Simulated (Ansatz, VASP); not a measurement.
Sn in VASP and in Ansatz

Contents of INCAR:

```
SYSTEM = Sn
ALGO = Normal ; EDIFF = 1E-8
ENCUT = 520 ; GGA = PE
ISIF = 2 ; ISMEAR = -1
LASPH = .TRUE. ; LCHARG = .FALSE.
LEFG = .TRUE. ; LREAL = .FALSE.
LWAVE = .FALSE. ; NBANDS = 21
NELM = 60 ; PREC = Accurate
SIGMA = 0.03
```

File KPOINTS:

```
k-points
0
G
  9 9 9
  0 0 0
```

The input POSCAR:

```
Sn
1.0
    0.0000000000      3.2456000000      3.1806880000
    3.2456000000      0.0000000000      3.1806880000
    3.2456000000      3.2456000000      0.0000000000
Sn
2
Direct
    0.5000000000      0.5000000000      0.5000000000
    0.7500000000      0.7500000000      0.7500000000
```

Input for Ansatz:

```yaml
crystal:
  lattice:
    - [0.0, 3.2456, 3.180688]
    - [3.2456, 0.0, 3.180688]
    - [3.2456, 3.2456, 0.0]
  atoms:
    - { symbol: Sn, position: [0.5, 0.5, 0.5] }
    - { symbol: Sn, position: [0.75, 0.75, 0.75] }
kpoints:
  mp_grid: { grid: [9, 9, 9] }
scf:
  occupations: { method: fermi_dirac, width: 0.03 }
hamiltonian:
  xc: pbe
  pseudopotentials: { kind: paw }
output:
  forces: true
  stress: true
  eigenvalues: true
  efg: { contact_densities: true }
  write_density: true
  write_potential: true
  elf: true
  volumetric_format: npy
```

Change from the starting cell: zz strain of -2 %, PAW files.

Alike in both runs: task electric field gradients; functional PBE; k mesh 9 × 9 × 9; occupations fermi-dirac, width 0.03 eV; no spin polarisation.

```csv
,VASP,Ansatz
version,VASP 6.6.1,Ansatz 0.2.0
potentials or method,"VASP PAW PBE potentials, release 64 (Sn_d)","PAW with Ansatz's default frozen-core files, scalar-relativistic"
plane-wave cutoff (eV),520,420
valence electrons in the cell,28,28
```

VASP gave:

```
pressure (GPa)                                                : 4.2
traceless stress, the component that is largest in VASP (GPa) : 0.39
size of Vzz on the site where it differs most (V/Å²)          : 1.9
```

Which values does Ansatz return?

Pressure (GPa): 4.3; traceless stress, the component that is largest in VASP (GPa): 0.39; size of Vzz on the site where it differs most (V/Å²): 2.0.
